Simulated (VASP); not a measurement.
Set up this calculation in VASP 6.6.1, as the native input.

- Task: single point
- Functional: PBEsol
- Potentials or basis: VASP PAW PBE potentials, release 64 (Nb_sv)
- Cutoff: 520 eV
- k mesh: 20 × 20 × 20
- Occupations: gaussian, width 0.15 eV
- Spin: no spin polarisation
- Dipole correction: no
- Further INCAR settings: ALGO = Fast; EDIFF = 1e-06; NBANDS = 12

The structure of Nb lies in POSCAR:

```
Nb
1.0
    0.0793125000      2.1150000000      2.1150000000
    2.1150000000      0.0793125000      2.1150000000
    2.1943125000      2.1943125000      0.0000000000
Nb
1
Direct
    0.0000000000      0.0000000000      0.0000000000
```

This cell differs from its parent crystal: strain +0.0750 x Voigt [0, 0, 0, 0, 0, 1].

These files were run (other wordings do the same):

INCAR

```
SYSTEM = Nb
PREC = Accurate
ENCUT = 520
EDIFF = 1E-6
ISMEAR = 0
SIGMA = 0.15
LREAL = .FALSE.
LASPH = .TRUE.
NELM = 80
ALGO = Fast
ISIF = 2
LWAVE = .FALSE.
LCHARG = .FALSE.
GGA = PS
NBANDS = 12
```

KPOINTS

```
regular mesh
0
G
  20 20 20
  0 0 0
```

Potentials or basis: VASP PAW PBE potentials, release 64 (Nb_sv).

Launch:

```console
$ cat potpaw_PBE.64/Nb_sv/POTCAR > POTCAR
$ mpirun -np 1 vasp_std > vasp.out
```

Results of the run:

```yaml
Pressure: -7.4 GPa
Band_gap_on_the_k_mesh: zero (an odd number of electrons rules out a gap without spin polarisation)
```

Caveat: the cell differs from its parent crystal (strain +0.0750 x Voigt [0, 0, 0, 0, 0, 1]); the cell stands under tension; the PAW data sets were made with another functional, which shifts forces and pressure a little.

It took 5 min on 1 thread of Intel(R) Xeon(R) Platinum 8488C (Sapphire Rapids), with other jobs on the host, peak memory 0.36 GiB.
